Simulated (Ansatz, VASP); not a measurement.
# FeO in VASP and in Ansatz

INCAR

```
PREC = Accurate ; ENCUT = 1340
EDIFF = 1E-6 ; ISMEAR = -1
SIGMA = 0.05 ; LREAL = F
LASPH = T ; NELM = 200
ALGO = Normal ; ISIF = 2
LWAVE = F ; LCHARG = F
ISPIN = 2 ; MAGMOM = 3 0
LORBIT = 11 ; LMAXMIX = 4
GGA = PE ; NBANDS = 22
GGA_COMPAT = F
```

The input KPOINTS:

```
regular mesh
0
Gamma
  9 9 9
```

The input POSCAR:

```
FeO
1.0
    1.5188209023      0.8768916568      2.5195772846
   -1.5188209023      0.8768916568      2.5195772846
    0.0000000000     -1.7537833136      2.5195772846
Fe O
1 1
Direct
    0.0000000000      0.0000000000      0.0000000000
    0.5000000000      0.5000000000      0.5000000000
```

The input input.yaml:

```yaml
crystal:
  lattice:
    - [1.5188209023, 0.8768916568, 2.5195772846]
    - [-1.5188209023, 0.8768916568, 2.5195772846]
    - [0.0, -1.7537833136, 2.5195772846]
  atoms:
    - { symbol: Fe, position: [0.0, 0.0, 0.0], spin: 3.0 }
    - { symbol: O, position: [0.5, 0.5, 0.5] }
hamiltonian:
  xc: pbe
  pseudopotentials: { kind: paw }
magnetization:
  spin_polarized: true
kpoints:
  mp_grid: { grid: [9, 9, 9] }
  band_path:
    path:
      - [[0.0, 0.0, 0.0], [0.5, 0.0, 0.0], [0.5, 0.2474171719, -0.2474171719]]
      - [[0.7525828281, 0.5, 0.2474171719], [0.5, 0.5, 0.5], [0.0, 0.0, 0.0], [0.373708586, 0.0, -0.373708586]]
      - [[0.626291414, 0.373708586, 0.0], [0.5, 0.5, 0.0], [0.626291414, 0.626291414, 0.2474171719], [0.5, 0.5, 0.5]]
      - [[0.5, 0.0, 0.0], [0.7525828281, 0.373708586, 0.373708586]]
    npoints: 14
scf:
  occupations: { method: fermi_dirac, width: 0.05 }
  n_extra_bands: 6
output:
  forces: true
  stress: true
  eigenvalues: true
  fatbands: false
```

Alike in both runs: functional PBE; k mesh 9 × 9 × 9; occupations fermi-dirac, width 0.05 eV; collinear spin.

```csv
,VASP,Ansatz
version,VASP 6.6.1,Ansatz 0.2.0
potentials or method,"VASP PAW PBE potentials, release 64 (Fe_sv, O_h)",Ansatz PAW
plane-wave cutoff (eV),1340,420
valence electrons in the cell,22,22
task,single point,band structure
```

VASP gave:

* gap on the k mesh at the Fermi level (eV): none
* pressure (GPa): -1.9
* traceless stress, the component that is largest in VASP (GPa): -0.73
* net moment per atom (μB): 2.00
* size of the moment on the site where the two differ most (μB): 0.23

**Question.** Which values does Ansatz return?

**Answer.** gap on the k mesh at the Fermi level (eV): none; pressure (GPa): -1.2; traceless stress, the component that is largest in VASP (GPa): -0.72; net moment per atom (μB): 2.00; size of the moment on the site where the two differ most (μB): 0.32.

Site moments also hang on the region over which each program counts them. A gap of «none» marks a metal or a gap that the smearing closes.
